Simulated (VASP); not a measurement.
A run of VASP 6.6.1 is set up as follows.

INCAR

```
SYSTEM = Pd
ALGO = Normal
EDIFF = 1E-7
EDIFFG = -0.03
ENCUT = 500
GGA = CA
GGA_COMPAT = .FALSE.
IBRION = 2
ISIF = 3
ISMEAR = -1
LASPH = .TRUE.
LCHARG = .FALSE.
LREAL = .FALSE.
LWAVE = .FALSE.
NELM = 120
NELMIN = 4
NSW = 80
PREC = Accurate
SIGMA = 0.1
```

File KPOINTS:

```
k-points
0
G
  6 6 6
  0 0 0
```

The input POSCAR:

```
Pd
1.0
    0.0000000000      2.6750000000      2.6750000000
    2.6750000000      0.0000000000      2.6750000000
    2.6750000000      2.6750000000      0.0000000000
Pd
2
Direct
    0.0000000000      0.0000000000      0.0000000000
    0.2500000000      0.2500000000      0.2500000000
```

Potentials or basis: VASP PAW LDA potentials, release 64 (Pd).

Launch:

```console
$ cat potpaw_LDA.64/Pd/POTCAR > POTCAR
$ mpirun -np 1 vasp_std > vasp.out
```

(1) Predict the relaxed cell.

(2) Estimate the band gap on the k mesh.

Results:

(1) a = 3.969 Å, b = 3.969 Å, c = 3.969 Å, α = 60.00°, β = 60.00°, γ = 60.00°.

(2) zero (band 10 reaches 4.75 eV, above the bottom of band 11 at 4.40 eV).
